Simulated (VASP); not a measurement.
# Hf (Fd-3m) in VASP: a series of runs

Runs on Hf. Level: LDA. Tasks: single point, relaxation of cell and atoms.

All numbers are computed with VASP 6.6.1; they aren't measurements. Logs are shortened: lines on timing, memory, paths and dates and some standing lists are left out, and cuts for length are marked.

## Step 1: The cell of the first run

Symmetry: Fd-3m, No. 227, cubic system. The conventional cell has a = 6.208 Å, b = 6.208 Å, c = 6.208 Å, α = 90.00°, β = 90.00°, γ = 90.00°. Hf (site symmetry -43m) has 4 Hf at 2.69 Å within 3.5 Å.

## Step 2: Single point, LDA

INCAR reads:

```
PREC = Accurate
ENCUT = 520
EDIFF = 1E-6
ISMEAR = -1
SIGMA = 0.1
LREAL = False
LASPH = True
NELM = 80
ALGO = Normal
ISIF = 2
LWAVE = False
LCHARG = True
GGA = CA
LELF = True
LVHAR = True
NBANDS = 17
```

KPOINTS reads:

```
regular mesh
0
Gamma
  6 6 6
```

POSCAR reads:

```
Hf
1.0
    0.0000000000      3.1041553962      3.1041553962
    3.1041553962      0.0000000000      3.1041553962
    3.1041553962      3.1041553962      0.0000000000
Hf
2
Direct
    0.0000000000      0.0000000000      0.0000000000
    0.2500000000      0.2500000000      0.2500000000
```

Potentials or basis: VASP PAW LDA potentials, release 64 (Hf_pv).

Command:

```
cat potpaw_LDA.64/Hf_pv/POTCAR > POTCAR
mpirun -np 1 vasp_std > vasp.out
```

OUTCAR:

```text
PREC = Accurate
   ENCUT = 520
   EDIFF = 1E-6
   ISMEAR = -1
   LREAL = False
   LASPH = True
   NELM = 80
   ISIF = 2
   GGA = CA

 ion  position               nearest neighbor table
   1  0.000  0.000  0.000-   2 2.69   2 2.69   2 2.69   2 2.69
   2  0.250  0.250  0.250-   1 2.69   1 2.69   1 2.69   1 2.69

  LATTYP: Found a face centered cubic cell.
 ALAT       =     6.2083107924

  Lattice vectors:

 A1 = (   0.0000000000,   3.1041553962,   3.1041553962)
 A2 = (   3.1041553962,   0.0000000000,   3.1041553962)
 A3 = (   3.1041553962,   3.1041553962,   0.0000000000)

Analysis of symmetry for initial positions (statically):
=====================================================================
 Subroutine PRICEL returns:
 Original cell was already a primitive cell.

 Routine SETGRP: Setting up the symmetry group for a
 face centered cubic supercell.

 Subroutine GETGRP returns: Found 48 space group operations
 (whereof 24 operations were pure point group operations)
 out of a pool of 48 trial point group operations.

The static configuration has the point symmetry T_d .
 The point group associated with its full space group is O_h .

Analysis of symmetry for dynamics (positions and initial velocities):
=====================================================================
 Subroutine PRICEL returns:
 Original cell was already a primitive cell.

 Routine SETGRP: Setting up the symmetry group for a
 face centered cubic supercell.

 Subroutine GETGRP returns: Found 48 space group operations
 (whereof 24 operations were pure point group operations)
 out of a pool of 48 trial point group operations.

The dynamic configuration has the point symmetry T_d .
 The point group associated with its full space group is O_h .

 Subroutine INISYM returns: Found 48 space group operations
 (whereof 24 operations are pure point group operations),
 and found     1 'primitive' translations

----------------------------------------------------------------------------------------

                                     Primitive cell

  volume of cell :      59.8219

  direct lattice vectors                    reciprocal lattice vectors
     0.000000000  3.104155396  3.104155396    -0.161074410  0.161074410  0.161074410
     3.104155396  0.000000000  3.104155396     0.161074410 -0.161074410  0.161074410
     3.104155396  3.104155396  0.000000000     0.161074410  0.161074410 -0.161074410

  length of vectors
     4.389938661  4.389938661  4.389938661     0.278989062  0.278989062  0.278989062

  position of ions in fractional coordinates (direct lattice)
     0.000000000  0.000000000  0.000000000
     0.250000000  0.250000000  0.250000000

  ion indices of the primitive-cell ions
   primitive index   ion index
                 1           1
                 2           2

----------------------------------------------------------------------------------------

 KPOINTS: regular mesh

Automatic generation of k-mesh.
 Grid dimensions read from file:
 generate k-points for:    6    6    6

 Generating k-lattice:

  Cartesian coordinates                     Fractional coordinates (reciprocal lattice)
    -0.026845735  0.026845735  0.026845735     0.166666667  0.000000000  0.000000000
     0.026845735 -0.026845735  0.026845735     0.000000000  0.166666667  0.000000000
     0.026845735  0.026845735 -0.026845735     0.000000000  0.000000000  0.166666667

  Length of vectors
     0.046498177  0.046498177  0.046498177

  Shift w.r.t. Gamma in fractional coordinates (k-lattice)
     0.000000000  0.000000000  0.000000000

 Subroutine IBZKPT returns following result:
 ===========================================

 Found     16 irreducible k-points:

 Following reciprocal coordinates:
            Coordinates               Weight
  0.000000  0.000000  0.000000      1.000000
  0.166667  0.000000  0.000000      8.000000
  0.333333  0.000000  0.000000      8.000000
  0.500000  0.000000  0.000000      4.000000
  0.166667  0.166667  0.000000      6.000000
  0.333333  0.166667  0.000000     24.000000
[... 8 lines left out ...]
 -0.333333  0.333333  0.166667     24.000000
 -0.333333  0.500000  0.166667     12.000000
   k-points           NKPTS =     16   k-points in BZ     NKDIM =     16   number of bands    NBANDS=     17
   number of dos      NEDOS =    301   number of ions     NIONS =      2
   total plane-waves  NPLWV =  46656
   dimension x,y,z NGX =    36 NGY =   36 NGZ =   36
   dimension x,y,z NGXF=    72 NGYF=   72 NGZF=   72
   ions per type =               2
   NGX,Y,Z   is equivalent  to a cutoff of  13.63, 13.63, 13.63 a.u.
   NGXF,Y,Z  is equivalent  to a cutoff of  27.27, 27.27, 27.27 a.u.
 SYSTEM =  unknown system
   PREC   = accura    normal or accurate (medium, high low for compatibility)
   ISTART =      0    job   : 0-new  1-cont  2-samecut
   ICHARG =      2    charge: 1-file 2-atom 10-const
   ISPIN  =      1    spin polarized calculation?
   LNONCOLLINEAR =      F non collinear calculations
   LSORBIT =      F    spin-orbit coupling
   LASPH  =      T    aspherical Exc in radial PAW
   ENCUT  =  520.0 eV  38.22 Ry    6.18 a.u.   8.16  8.16  8.16*2*pi/ulx,y,z
   NELM   =     80;   NELMIN=  2; NELMDL= -5     # of ELM steps
   EDIFF  = 0.1E-05   stopping-criterion for ELM
   LREAL  =      F    real-space projection
   EDIFFG = 0.1E-04   stopping-criterion for IOM
   NSW    =      0    number of steps for IOM
   IBRION =     -1    ionic relax: 0-MD 1-quasi-New 2-CG
   NFREE  =      0    steps in history (QN), initial steepest desc. (CG)
   ISIF   =      2    stress and relaxation
   ISYM   =      2    0-nonsym 1-usesym 2-fastsym
   POTIM  = 0.5000    time-step for ionic-motion
   TEBEG  =    0.0;   TEEND  =   0.0 temperature during run
   PSTRESS=    0.0 pullay stress
   NELECT =      20.0000    total number of electrons
   NUPDOWN=      -1.0000    fix difference up-down
   EMIN   =  10.00;   EMAX   =-10.00  energy-range for DOS
   EFERMI =   0.00;   METHOD = LEGACY
   ISMEAR =    -1;   SIGMA  =   0.10  broadening in eV -4-tet -1-fermi 0-gaus
   EFERMI_NEDOS =   21; number of points for ismear=-14 and -15
   IALGO  =     38    algorithm
   IMIX   =      4    mixing-type and parameters
     AMIX     =   0.40;   BMIX     =  1.00
     AMIX_MAG =   1.60;   BMIX_MAG =  1.00
  volume/ion in A,a.u.               =      29.91       201.85
  Fermi-wavevector in a.u.,A,eV,Ry     =   1.136226  2.147156 17.565250  1.291009
  Thomas-Fermi vector in A             =   2.272931
   LORBIT       =      0    0 simple, 1 ext, 2 COOP (PROOUT), +10 PAW based schemes
   GGA     = CA    functional components
   LHFCALC =     F    Hartree Fock is set to
   AEXX    =    0.0000 exact exchange contribution
   IVDW    =     0    specifies the selected vdW correction
   LEPSILON=     F    determine dielectric tensor
   LRPA    =     F    only Hartree local field effects (RPA)
 non-spin polarized calculation
  energy-cutoff  :      520.00
  volume of cell :       59.82
 maximum number of plane-waves:      1639
 NGX is ok and might be reduce to    36
   NGX = 17   NGY = 17   NGZ = 17

 number of electron      20.0000001 magnetization

 Free energy of the ion-electron system (eV)
  ---------------------------------------------------
  ext. energy  EPLUGINS =         0.00000000
  ---------------------------------------------------
  free energy    TOTEN  =       -15.99636816 eV

  energy without entropy =      -15.83480680  energy(sigma->0) =      -15.91558748

 E-fermi :   2.2209     XC(G=0):  -9.8757

 val. band max:        2.2091285592   @ k =   0.5000   0.3333   0.1667
 cond. band min:       2.2532654108   @ k =  -0.3333   0.1667   0.0000
 fundamental gap:      0.0441368517
 Fermi energy:         2.2209312941

 k-point     1 :       0.0000    0.0000    0.0000
  band No.  band energies     occupation
      1     -28.5731      2.00000
      2     -28.5731      2.00000
      3     -28.5731      2.00000
      4     -27.6716      2.00000
      5     -27.6716      2.00000
      6     -27.6716      2.00000
[... 9 lines left out ...]
     16       8.7551      0.00000
     17       8.7551      0.00000

 k-point     2 :       0.1667    0.0000    0.0000
  band No.  band energies     occupation
      1     -28.6007      2.00000
      2     -28.6007      2.00000
      3     -28.5715      2.00000
      4     -27.6779      2.00000
      5     -27.6418      2.00000
      6     -27.6418      2.00000
[... 9 lines left out ...]
     16       8.6157      0.00000
     17       8.6157      0.00000

 k-point     3 :       0.3333    0.0000    0.0000
  band No.  band energies     occupation
      1     -28.6511      2.00000
      2     -28.6511      2.00000
      3     -28.5702      2.00000
      4     -27.6883      2.00000
      5     -27.5870      2.00000
      6     -27.5870      2.00000
[... 9 lines left out ...]
     16       8.0998      0.00000
     17       8.1002      0.00000

 k-point     4 :       0.5000    0.0000    0.0000
  band No.  band energies     occupation
      1     -28.6745      2.00000
      2     -28.6745      2.00000
      3     -28.5704      2.00000
      4     -27.6923      2.00000
      5     -27.5614      2.00000
      6     -27.5614      2.00000
[... 9 lines left out ...]
     16       7.3746      0.00000
     17       7.5089      0.00000

 k-point     5 :       0.1667    0.1667    0.0000
  band No.  band energies     occupation
      1     -28.6322      2.00000
      2     -28.6322      2.00000
      3     -28.5162      2.00000
      4     -27.7378      2.00000
      5     -27.6080      2.00000
      6     -27.6080      2.00000
[... 9 lines left out ...]
     16       8.0039      0.00000
     17       8.9448      0.00000

 k-point     6 :       0.3333    0.1667    0.0000
  band No.  band energies     occupation
      1     -28.6919      2.00000
      2     -28.6822      2.00000
      3     -28.4677      2.00000
      4     -27.7927      2.00000
      5     -27.5536      2.00000
      6     -27.5466      2.00000
[... 9 lines left out ...]
     16       7.2884      0.00000
     17       8.7385      0.00000

 k-point     7 :       0.5000    0.1667    0.0000
  band No.  band energies     occupation
      1     -28.7445      2.00000
      2     -28.7019      2.00000
      3     -28.4413      2.00000
      4     -27.8203      2.00000
      5     -27.5318      2.00000
      6     -27.4947      2.00000
[... 9 lines left out ...]
     16       7.2997      0.00000
     17       7.6564      0.00000

 k-point     8 :      -0.3333    0.1667    0.0000
  band No.  band energies     occupation
      1     -28.7446      2.00000
      2     -28.6746      2.00000
      3     -28.4637      2.00000
      4     -27.7955      2.00000
      5     -27.5613      2.00000
      6     -27.4949      2.00000
[... 9 lines left out ...]
     16       6.6241      0.00000
     17       8.2282      0.00000

 k-point     9 :      -0.1667    0.1667    0.0000
  band No.  band energies     occupation
      1     -28.6826      2.00000
      2     -28.6238      2.00000
      3     -28.5225      2.00000
      4     -27.7318      2.00000
      5     -27.6165      2.00000
      6     -27.5574      2.00000
[... 9 lines left out ...]
     16       7.6579      0.00000
     17       8.9082      0.00000

 k-point    10 :       0.3333    0.3333    0.0000
  band No.  band energies     occupation
      1     -28.7326      2.00000
      2     -28.7326      2.00000
      3     -28.3594      2.00000
      4     -27.9127      2.00000
      5     -27.4987      2.00000
      6     -27.4987      2.00000
[... 9 lines left out ...]
     16       6.2904      0.00000
     17       8.8224      0.00000

 k-point    11 :       0.5000    0.3333    0.0000
  band No.  band energies     occupation
      1     -28.7779      2.00000
      2     -28.7528      2.00000
      3     -28.2700      2.00000
      4     -28.0028      2.00000
      5     -27.4762      2.00000
      6     -27.4546      2.00000
[... 9 lines left out ...]
     16       6.7897      0.00000
     17       7.9457      0.00000

 k-point    12 :      -0.3333    0.3333    0.0000
  band No.  band energies     occupation
      1     -28.7966      2.00000
      2     -28.7256      2.00000
      3     -28.3121      2.00000
      4     -27.9532      2.00000
      5     -27.5057      2.00000
      6     -27.4412      2.00000
[... 9 lines left out ...]
     16       6.4470      0.00000
     17       8.0270      0.00000

 k-point    13 :       0.5000    0.5000    0.0000
  band No.  band energies     occupation
      1     -28.7767      2.00000
      2     -28.7767      2.00000
      3     -28.1404      2.00000
      4     -28.1404      2.00000
      5     -27.4500      2.00000
      6     -27.4500      2.00000
[... 9 lines left out ...]
     16       6.4297      0.00000
     17       7.8627      0.00000

 k-point    14 :       0.5000    0.3333    0.1667
  band No.  band energies     occupation
      1     -28.7616      2.00000
      2     -28.7150      2.00000
      3     -28.3710      2.00000
      4     -27.8935      2.00000
      5     -27.5188      2.00000
      6     -27.4746      2.00000
[... 9 lines left out ...]
     16       6.2500      0.00000
     17       8.6367      0.00000

 k-point    15 :      -0.3333    0.3333    0.1667
  band No.  band energies     occupation
      1     -28.7873      2.00000
      2     -28.7381      2.00000
      3     -28.3045      2.00000
      4     -27.9601      2.00000
      5     -27.4945      2.00000
      6     -27.4497      2.00000
[... 9 lines left out ...]
     16       7.0407      0.00000
     17       7.6957      0.00000

 k-point    16 :      -0.3333    0.5000    0.1667
  band No.  band energies     occupation
      1     -28.7795      2.00000
      2     -28.7795      2.00000
      3     -28.1352      2.00000
      4     -28.1352      2.00000
      5     -27.4524      2.00000
      6     -27.4524      2.00000
[... 9 lines left out ...]
     16       6.8013      0.00000
     17       7.6389      0.00000

------------------------ aborting loop because EDIFF is reached ----------------------------------------

  FORCE on cell =-STRESS in cart. coord.  units (eV):
  Direction    XX          YY          ZZ          XY          YZ          ZX
  --------------------------------------------------------------------------------------
  -------------------------------------------------------------------------------------
  Total        0.0026742      0.0026742      0.0026742      0.0000000      0.0000000      0.0000000
  in kB        0.0716222      0.0716222      0.0716222      0.0000000      0.0000000      0.0000000
  external PRESSURE =       0.0716222 kB  Pullay stress =       0.0000000 kB

 VOLUME and BASIS-vectors are now :
 -----------------------------------------------------------------------------
  energy-cutoff  :      520.00
  volume of cell :       59.82
      direct lattice vectors                 reciprocal lattice vectors
     0.000000000  3.104155396  3.104155396    -0.161074410  0.161074410  0.161074410
     3.104155396  0.000000000  3.104155396     0.161074410 -0.161074410  0.161074410
     3.104155396  3.104155396  0.000000000     0.161074410  0.161074410 -0.161074410

 POSITION                                       TOTAL-FORCE (eV/Angst)
 -----------------------------------------------------------------------------------
      0.00000      0.00000      0.00000        -0.000000     -0.000000     -0.000000
      1.55208      1.55208      1.55208         0.000000      0.000000      0.000000
 -----------------------------------------------------------------------------------
    total drift:                                0.000000      0.000000      0.000000

  FREE ENERGIE OF THE ION-ELECTRON SYSTEM (eV)
  ---------------------------------------------------
  free  energy   TOTEN  =       -15.9963681640 eV

  energy  without entropy=      -15.8348067989  energy(sigma->0) =      -15.91558748
```

It took 16 s on 1 thread of AMD EPYC 7R13 (Zen 3), shared host; peak memory 0.14 GiB.

Results:

| Item | Value |
| --- | --- |
| Free energy | -15.9964 eV |
| Pressure | 0.0 GPa |
| Band gap on the k mesh | zero (band 10 reaches 2.52 eV, above the bottom of band 11 at 1.91 eV) |

Caveat: spin-orbit coupling is left out, which moves the levels of the heavy elements.

## Step 3: Single point, LDA

This run uses another cell than the first one, of 30.37 Å³/atom, 1.015 times its volume.

INCAR reads:

```
SYSTEM = Hf
  PREC = Accurate
  ENCUT = 520
  EDIFF = 1E-7
  ISMEAR = -1
  SIGMA = 0.1
  LREAL = .FALSE.
  LASPH = .TRUE.
  NELM = 100
  ALGO = Normal
  ISIF = 2
  LWAVE = .FALSE.
  LCHARG = .TRUE.
  GGA = CA
  LELF = .TRUE.
  LVHAR = .TRUE.
  NBANDS = 17
```

KPOINTS reads:

```
Automatic mesh
0
G
  6 6 6
  0 0 0
```

POSCAR reads:

```
Hf
1.0
    0.0000000000      3.1198332146      3.1198332146
    3.1198332146      0.0000000000      3.1198332146
    3.1198332146      3.1198332146      0.0000000000
Hf
2
Direct
    0.0000000000      0.0000000000      0.0000000000
    0.2500000000      0.2500000000      0.2500000000
```

Potentials or basis: VASP PAW LDA potentials, release 64 (Hf_pv).

Command:

```
cat potpaw_LDA.64/Hf_pv/POTCAR > POTCAR
mpirun -np 1 vasp_std > vasp.out
```

OUTCAR:

```text
SYSTEM = Hf
   PREC = Accurate
   ENCUT = 520
   EDIFF = 1E-7
   ISMEAR = -1
   LREAL = .FALSE.
   LASPH = .TRUE.
   NELM = 100
   ISIF = 2
   GGA = CA

 ion  position               nearest neighbor table
   1  0.000  0.000  0.000-   2 2.70   2 2.70   2 2.70   2 2.70
   2  0.250  0.250  0.250-   1 2.70   1 2.70   1 2.70   1 2.70

  LATTYP: Found a face centered cubic cell.
 ALAT       =     6.2396664292

  Lattice vectors:

[... 497 lines left out ...]

------------------------ aborting loop because EDIFF is reached ----------------------------------------

  FORCE on cell =-STRESS in cart. coord.  units (eV):
  Direction    XX          YY          ZZ          XY          YZ          ZX
  --------------------------------------------------------------------------------------
  -------------------------------------------------------------------------------------
  Total       -0.1300898     -0.1300898     -0.1300898      0.0000000      0.0000000      0.0000000
  in kB       -3.4318600     -3.4318600     -3.4318600      0.0000000      0.0000000      0.0000000
  external PRESSURE =      -3.4318600 kB  Pullay stress =       0.0000000 kB

 VOLUME and BASIS-vectors are now :
 -----------------------------------------------------------------------------
  energy-cutoff  :      520.00
  volume of cell :       60.73
      direct lattice vectors                 reciprocal lattice vectors
     0.000000000  3.119833215  3.119833215    -0.160264978  0.160264978  0.160264978
     3.119833215  0.000000000  3.119833215     0.160264978 -0.160264978  0.160264978
     3.119833215  3.119833215  0.000000000     0.160264978  0.160264978 -0.160264978

 POSITION                                       TOTAL-FORCE (eV/Angst)
 -----------------------------------------------------------------------------------
      0.00000      0.00000      0.00000        -0.000000     -0.000000     -0.000000
      1.55992      1.55992      1.55992         0.000000      0.000000      0.000000
 -----------------------------------------------------------------------------------
    total drift:                                0.000000      0.000000      0.000000

  FREE ENERGIE OF THE ION-ELECTRON SYSTEM (eV)
  ---------------------------------------------------
  free  energy   TOTEN  =       -15.9955660287 eV

  energy  without entropy=      -15.8310797451  energy(sigma->0) =      -15.91332289
```

Run time: 8.7 s. Hardware: 1 thread of Intel Xeon 6975P-C (Granite Rapids), shared host; peak memory 0.16 GiB.

What came out:

```yaml
Free_energy: -15.9956 eV
Pressure: -0.3 GPa
Band_gap_on_the_k_mesh: zero (band 10 reaches 2.44 eV, above the bottom of band 11 at 1.79 eV)
```

Levels at points of the mesh, in eV from the Fermi level:
| k point | band 7 | band 8 | band 9 | band 10 | band 11 | band 12 | band 13 | band 14 |
| --- | --- | --- | --- | --- | --- | --- | --- | --- |
| (0.00, 0.00, 0.00) | -5.38 | -0.59 | -0.59 | 0.17 | 0.17 | 0.17 | 2.30 | 2.30 |
| (0.50, 0.00, 0.00) | -2.97 | -1.03 | -0.52 | -0.52 | 0.13 | 0.13 | 0.18 | 3.53 |
| (0.50, 0.50, 0.00) | -1.67 | -1.67 | -0.86 | -0.86 | 0.25 | 0.25 | 2.20 | 2.20 |

Caveat: spin-orbit coupling is left out, which moves the levels of the heavy elements.

(Part 1 of 2 ends here.)
